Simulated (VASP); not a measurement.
# SiGe2S (P-6m2) in VASP: further runs

Runs on SiGe2S. Level: PBE. Tasks: single point, relaxation of cell and atoms.

Everything below comes from runs of VASP 6.6.1. Logs are shortened: lines on timing, memory, paths and dates and some standing lists are left out, and cuts for length are marked.

### 1 The cell of the first run

Symmetry: P-6m2, No. 187, hexagonal system. Conventional cell: a = 3.814 Å, b = 3.814 Å, c = 5.874 Å, α = 90.00°, β = 90.00°, γ = 120.00°. Si (site symmetry -6m2) has 6 Ge at 2.70 Å within 3.6 Å. Within 3.4 Å of Ge (site symmetry 3m) lie 3 S at 2.60 Å and 3 Si at 2.70 Å and 2 Ge at 2.75 to 3.13 Å. Within 3.4 Å of S (site symmetry -6m2) lie 6 Ge at 2.60 Å.

### 2 Single point, PBE

INCAR reads:

```
SYSTEM = SiGe2S
  ALGO = Normal
  EDIFF = 1E-6
  ENCUT = 520
  GGA = PE
  ISIF = 2
  ISMEAR = 0
  LASPH = .TRUE.
  LCHARG = .FALSE.
  LREAL = .FALSE.
  LWAVE = .FALSE.
  NBANDS = 27
  NELM = 80
  PREC = Accurate
  SIGMA = 0.1
```

KPOINTS reads:

```
k-points
0
G
  6 6 4
  0 0 0
```

POSCAR reads:

```
SiGe2S
1.0
    3.8135614200      0.0000000000      0.0000000000
   -1.9067807100      3.3026410700      0.0000000000
    0.0000000000      0.0000000000      5.8738094000
Si Ge S
1 2 1
Direct
    0.0000000000      0.0000000000      0.0000000000
    0.6666666700      0.3333333300      0.7339000100
    0.6666666700      0.3333333300      0.2660999900
    0.3333333300      0.6666666700      0.5000000000
```

Potentials or basis: VASP PAW PBE potentials, release 64 (Si, Ge_d, S).

Launch:

```
cat potpaw_PBE.64/Si/POTCAR potpaw_PBE.64/Ge_d/POTCAR potpaw_PBE.64/S/POTCAR > POTCAR
mpirun -np 1 vasp_std > vasp.out
```

OUTCAR:

```text
SYSTEM = SiGe2S
   EDIFF = 1E-6
   ENCUT = 520
   GGA = PE
   ISIF = 2
   ISMEAR = 0
   LASPH = .TRUE.
   LREAL = .FALSE.
   NELM = 80
   PREC = Accurate

 ion  position               nearest neighbor table
   1  0.000  0.000  0.000-   2 2.70   3 2.70   2 2.70   3 2.70   2 2.70   3 2.70
   2  0.667  0.333  0.734-   4 2.60   4 2.60   4 2.60   1 2.70   1 2.70   1 2.70   3 2.75
   3  0.667  0.333  0.266-   4 2.60   4 2.60   4 2.60   1 2.70   1 2.70   1 2.70   2 2.75
   4  0.333  0.667  0.500-   2 2.60   3 2.60   2 2.60   3 2.60   2 2.60   3 2.60

  LATTYP: Found a hexagonal cell.
 ALAT       =     3.8135614200
 C/A-ratio  =     1.5402425064

  Lattice vectors:

 A1 = (   3.8135614200,   0.0000000000,   0.0000000000)
 A2 = (  -1.9067807100,   3.3026410700,   0.0000000000)
 A3 = (   0.0000000000,   0.0000000000,   5.8738094000)

Analysis of symmetry for initial positions (statically):
=====================================================================
 Subroutine PRICEL returns:
 Original cell was already a primitive cell.

 Routine SETGRP: Setting up the symmetry group for a
 hexagonal supercell.

 Subroutine GETGRP returns: Found 12 space group operations
 (whereof 12 operations were pure point group operations)
 out of a pool of 24 trial point group operations.

The static configuration has the point symmetry D_3h.

Analysis of symmetry for dynamics (positions and initial velocities):
=====================================================================
 Subroutine PRICEL returns:
 Original cell was already a primitive cell.

 Routine SETGRP: Setting up the symmetry group for a
 hexagonal supercell.

 Subroutine GETGRP returns: Found 12 space group operations
 (whereof 12 operations were pure point group operations)
 out of a pool of 24 trial point group operations.

The dynamic configuration has the point symmetry D_3h.

 Subroutine INISYM returns: Found 12 space group operations
 (whereof 12 operations are pure point group operations),
 and found     1 'primitive' translations

----------------------------------------------------------------------------------------

                                     Primitive cell

  volume of cell :      73.9796

  direct lattice vectors                    reciprocal lattice vectors
     3.813561420  0.000000000  0.000000000     0.262222078  0.151393987  0.000000000
    -1.906780710  3.302641070  0.000000000     0.000000000  0.302787974  0.000000000
     0.000000000  0.000000000  5.873809400     0.000000000  0.000000000  0.170247267

  length of vectors
     3.813561420  3.813561421  5.873809400     0.302787975  0.302787974  0.170247267

  position of ions in fractional coordinates (direct lattice)
     0.000000000  0.000000000  0.000000000
     0.666666670  0.333333330  0.733900010
     0.666666670  0.333333330  0.266099990
     0.333333330  0.666666670  0.500000000

  ion indices of the primitive-cell ions
   primitive index   ion index
                 1           1
                 2           2
                 3           3
                 4           4

----------------------------------------------------------------------------------------

 KPOINTS: k-points

Automatic generation of k-mesh.
 Grid dimensions read from file:
 generate k-points for:    6    6    4

 Generating k-lattice:

  Cartesian coordinates                     Fractional coordinates (reciprocal lattice)
     0.043703680  0.025232331  0.000000000     0.166666667 -0.000000000  0.000000000
     0.000000000  0.050464662  0.000000000     0.000000000  0.166666667  0.000000000
     0.000000000  0.000000000  0.042561817     0.000000000  0.000000000  0.250000000

  Length of vectors
     0.050464662  0.050464662  0.042561817

  Shift w.r.t. Gamma in fractional coordinates (k-lattice)
     0.000000000  0.000000000  0.000000000

 Subroutine IBZKPT returns following result:
 ===========================================

 Found     21 irreducible k-points:

 Following reciprocal coordinates:
            Coordinates               Weight
  0.000000  0.000000  0.000000      1.000000
  0.166667  0.000000  0.000000      6.000000
  0.333333  0.000000  0.000000      6.000000
  0.500000  0.000000  0.000000      3.000000
  0.166667  0.166667  0.000000      6.000000
  0.333333  0.166667  0.000000     12.000000
[... 13 lines left out ...]
  0.333333  0.166667  0.500000     12.000000
  0.333333  0.333333  0.500000      2.000000
   k-points           NKPTS =     21   k-points in BZ     NKDIM =     21   number of bands    NBANDS=     27
   number of dos      NEDOS =    301   number of ions     NIONS =      4
   total plane-waves  NPLWV =  37632
   dimension x,y,z NGX =    28 NGY =   28 NGZ =   48
   dimension x,y,z NGXF=    56 NGYF=   56 NGZF=   96
   ions per type =               1   2   1
   NGX,Y,Z   is equivalent  to a cutoff of  12.21, 12.21, 13.59 a.u.
   NGXF,Y,Z  is equivalent  to a cutoff of  24.41, 24.41, 27.17 a.u.
 SYSTEM =  SiGe2S
   PREC   = accura    normal or accurate (medium, high low for compatibility)
   ISTART =      0    job   : 0-new  1-cont  2-samecut
   ICHARG =      2    charge: 1-file 2-atom 10-const
   ISPIN  =      1    spin polarized calculation?
   LNONCOLLINEAR =      F non collinear calculations
   LSORBIT =      F    spin-orbit coupling
   LASPH  =      T    aspherical Exc in radial PAW
   ENCUT  =  520.0 eV  38.22 Ry    6.18 a.u.   7.09  7.09 10.92*2*pi/ulx,y,z
   NELM   =     80;   NELMIN=  2; NELMDL= -5     # of ELM steps
   EDIFF  = 0.1E-05   stopping-criterion for ELM
   LREAL  =      F    real-space projection
   EDIFFG = 0.1E-04   stopping-criterion for IOM
   NSW    =      0    number of steps for IOM
   IBRION =     -1    ionic relax: 0-MD 1-quasi-New 2-CG
   NFREE  =      0    steps in history (QN), initial steepest desc. (CG)
   ISIF   =      2    stress and relaxation
   ISYM   =      2    0-nonsym 1-usesym 2-fastsym
   POTIM  = 0.5000    time-step for ionic-motion
   TEBEG  =    0.0;   TEEND  =   0.0 temperature during run
   PSTRESS=    0.0 pullay stress
   NELECT =      38.0000    total number of electrons
   NUPDOWN=      -1.0000    fix difference up-down
   EMIN   =  10.00;   EMAX   =-10.00  energy-range for DOS
   EFERMI =   0.00;   METHOD = LEGACY
   ISMEAR =     0;   SIGMA  =   0.10  broadening in eV -4-tet -1-fermi 0-gaus
   EFERMI_NEDOS =   21; number of points for ismear=-14 and -15
   IALGO  =     38    algorithm
   IMIX   =      4    mixing-type and parameters
     AMIX     =   0.40;   BMIX     =  1.00
     AMIX_MAG =   1.60;   BMIX_MAG =  1.00
  volume/ion in A,a.u.               =      18.49       124.81
  Fermi-wavevector in a.u.,A,eV,Ry     =   1.311089  2.477598 23.387779  1.718953
  Thomas-Fermi vector in A             =   2.441574
   LORBIT       =      0    0 simple, 1 ext, 2 COOP (PROOUT), +10 PAW based schemes
   GGA     = PE    functional components
   LHFCALC =     F    Hartree Fock is set to
   AEXX    =    0.0000 exact exchange contribution
   IVDW    =     0    specifies the selected vdW correction
   LEPSILON=     F    determine dielectric tensor
   LRPA    =     F    only Hartree local field effects (RPA)
 non-spin polarized calculation
 Gauss-broadening in eV      SIGMA  =   0.10
  energy-cutoff  :      520.00
  volume of cell :       73.98
 maximum number of plane-waves:      2007
   NGX = 15   NGY = 15   NGZ = 21

 number of electron      38.0000010 magnetization

 Free energy of the ion-electron system (eV)
  ---------------------------------------------------
  ext. energy  EPLUGINS =         0.00000000
  ---------------------------------------------------
  free energy    TOTEN  =       -17.05495796 eV

  energy without entropy =      -17.04554314  energy(sigma->0) =      -17.05025055

 E-fermi :   6.6565     XC(G=0): -10.6695

 val. band max:        6.5940215848   @ k =   0.1667   0.1667   0.5000
 cond. band min:       6.6992550877   @ k =   0.3333   0.0000   0.0000
 fundamental gap:      0.1052335029
 Fermi energy:         6.6564694577

 k-point     1 :       0.0000    0.0000    0.0000
  band No.  band energies     occupation
      1     -18.1423      2.00000
      2     -18.0985      2.00000
      3     -18.0985      2.00000
      4     -18.0637      2.00000
      5     -18.0637      2.00000
      6     -18.0616      2.00000
[... 19 lines left out ...]
     26      12.5331      0.00000
     27      13.1089      0.00000

 k-point     2 :       0.1667    0.0000    0.0000
  band No.  band energies     occupation
      1     -18.1412      2.00000
      2     -18.1018      2.00000
      3     -18.0988      2.00000
      4     -18.0641      2.00000
      5     -18.0622      2.00000
      6     -18.0612      2.00000
[... 19 lines left out ...]
     26      12.4432      0.00000
     27      13.3642      0.00000

 k-point     3 :       0.3333    0.0000    0.0000
  band No.  band energies     occupation
      1     -18.1392      2.00000
      2     -18.1082      2.00000
      3     -18.0995      2.00000
      4     -18.0649      2.00000
      5     -18.0636      2.00000
      6     -18.0561      2.00000
[... 19 lines left out ...]
     26      14.0932      0.00000
     27      15.0431      0.00000

 k-point     4 :       0.5000    0.0000    0.0000
  band No.  band energies     occupation
      1     -18.1383      2.00000
      2     -18.1114      2.00000
      3     -18.0998      2.00000
      4     -18.0652      2.00000
      5     -18.0644      2.00000
      6     -18.0547      2.00000
[... 19 lines left out ...]
     26      14.4016      0.00000
     27      15.3402      0.00000
[... 426 lines left out ...]
      4     -18.0686      2.00000
      5     -18.0642      2.00000
      6     -18.0618      2.00000
[... 19 lines left out ...]
     26      12.9103      0.00000
     27      13.2945      0.00000

 k-point    20 :       0.3333    0.1667    0.5000
  band No.  band energies     occupation
      1     -18.1075      2.00000
      2     -18.0980      2.00000
      3     -18.0898      2.00000
      4     -18.0697      2.00000
      5     -18.0640      2.00000
      6     -18.0611      2.00000
[... 19 lines left out ...]
     26      14.0219      0.00000
     27      14.7697      0.00000

 k-point    21 :       0.3333    0.3333    0.5000
  band No.  band energies     occupation
      1     -18.1067      2.00000
      2     -18.0980      2.00000
      3     -18.0913      2.00000
      4     -18.0675      2.00000
      5     -18.0662      2.00000
      6     -18.0574      2.00000
[... 19 lines left out ...]
     26      13.8638      0.00000
     27      14.3215      0.00000

------------------------ aborting loop because EDIFF is reached ----------------------------------------

  FORCE on cell =-STRESS in cart. coord.  units (eV):
  Direction    XX          YY          ZZ          XY          YZ          ZX
  --------------------------------------------------------------------------------------
  -------------------------------------------------------------------------------------
  Total        1.0758339      1.0758339      3.1475596      0.0000000      0.0000000      0.0000000
  in kB       23.2993507     23.2993507     68.1667484      0.0000000      0.0000000      0.0000000
  external PRESSURE =      38.2551499 kB  Pullay stress =       0.0000000 kB

 VOLUME and BASIS-vectors are now :
 -----------------------------------------------------------------------------
  energy-cutoff  :      520.00
  volume of cell :       73.98
      direct lattice vectors                 reciprocal lattice vectors
     3.813561420  0.000000000  0.000000000     0.262222078  0.151393987  0.000000000
    -1.906780710  3.302641070  0.000000000     0.000000000  0.302787974  0.000000000
     0.000000000  0.000000000  5.873809400     0.000000000  0.000000000  0.170247267

 POSITION                                       TOTAL-FORCE (eV/Angst)
 -----------------------------------------------------------------------------------
      0.00000      0.00000      0.00000         0.000000     -0.000000      0.000000
      1.90678      1.10088      4.31079        -0.000000     -0.000000      1.709950
      1.90678      1.10088      1.56302        -0.000000     -0.000000     -1.709950
     -0.00000      2.20176      2.93690         0.000000      0.000000      0.000000
 -----------------------------------------------------------------------------------
    total drift:                               -0.000014      0.000008      0.000000

  FREE ENERGIE OF THE ION-ELECTRON SYSTEM (eV)
  ---------------------------------------------------
  free  energy   TOTEN  =       -17.0549579642 eV

  energy  without entropy=      -17.0455431359  energy(sigma->0) =      -17.05025055
```

Wall time 32 s (1 thread of Intel Xeon 6975P-C, shared host); peak memory 0.2 GiB.

What came out:

- Free energy: -17.0550 eV
- Pressure: 3.8 GPa
- Largest force: 1.710 eV/Å
- Band gap on the k mesh: zero (band 19 reaches 7.03 eV, above the bottom of band 20 at 5.96 eV)

Forces on the atoms (eV/Å):
```
Si   0.000  0.000  0.000
Ge   0.000  0.000  1.710
Ge   0.000  0.000 -1.710
S    0.000  0.000  0.000
```

Levels at points of the mesh, in eV from the Fermi level:
```tsv
k point	band 16	band 17	band 18	band 19	band 20	band 21	band 22	band 23
(0.00, 0.00, 0.00)	-3.35	-0.89	0.10	0.10	1.75	2.86	2.86	3.77
(0.50, 0.00, 0.00)	-5.01	-4.67	-0.50	-0.10	0.07	1.12	1.91	4.97
(0.00, 0.00, 0.50)	-3.28	-1.12	0.37	0.37	0.69	1.88	1.88	3.23
(0.50, 0.00, 0.50)	-3.11	-3.00	-1.63	-1.54	-0.70	1.85	2.88	4.00
```

Caveat: forces of over 1 eV/Å act on the atoms, so gaps and moduli don't describe the material at rest.

(Part 1 of 2 ends here.)
